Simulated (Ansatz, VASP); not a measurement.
# H8CO6: VASP beside Ansatz

```
O H C
1.0
     5.89253    0.00000    0.00000
     0.00000    5.89253    0.00000
     0.00000    0.00000    5.89253
O H C
6 8 1
Direct
  0.16838 0.39662 0.59985
  0.14331 0.76526 0.32608
  0.85932 0.12167 0.42274
  0.58048 0.25194 0.78311
  0.64733 0.65057 0.15860
  0.89113 0.72693 0.85868
  0.07950 0.48250 0.70792
  0.05640 0.28984 0.53068
  0.29190 0.82143 0.28964
  0.17117 0.62710 0.41605
  0.93878 0.97623 0.41410
  0.75889 0.11799 0.55399
  0.55840 0.21295 0.93970
  0.43063 0.29466 0.72564
  0.77025 0.68785 0.00959
```

Alike in both runs: functional r2SCAN; k mesh 1 × 1 × 1; occupations fermi-dirac, width 0.05 eV; no spin polarisation.

Ansatz relaxed the structure, and its values are those at the end. VASP's run is a single point on that final structure, the one shown.

```csv
,VASP,Ansatz
version,VASP 6.6.1,Ansatz 0.2.0
potentials or method,"VASP PAW PBE potentials, release 64 (O, H, C), cutoff 520 eV","scalar-relativistic, plane waves, PAW"
valence electrons in the cell,48,48
```

|  | VASP | Ansatz | Ansatz less VASP |
| --- | --- | --- | --- |
| rms of the force components (eV/Å) | 0.172 | 0.056 | -0.1151 |

VASP's potentials were made for PBE, not for r2SCAN. One of these differences is far larger than is usual between the two programs; its cause wasn't traced.

Noted on VASP's run: the standard files for N, O and F lose accuracy on very short bonds.
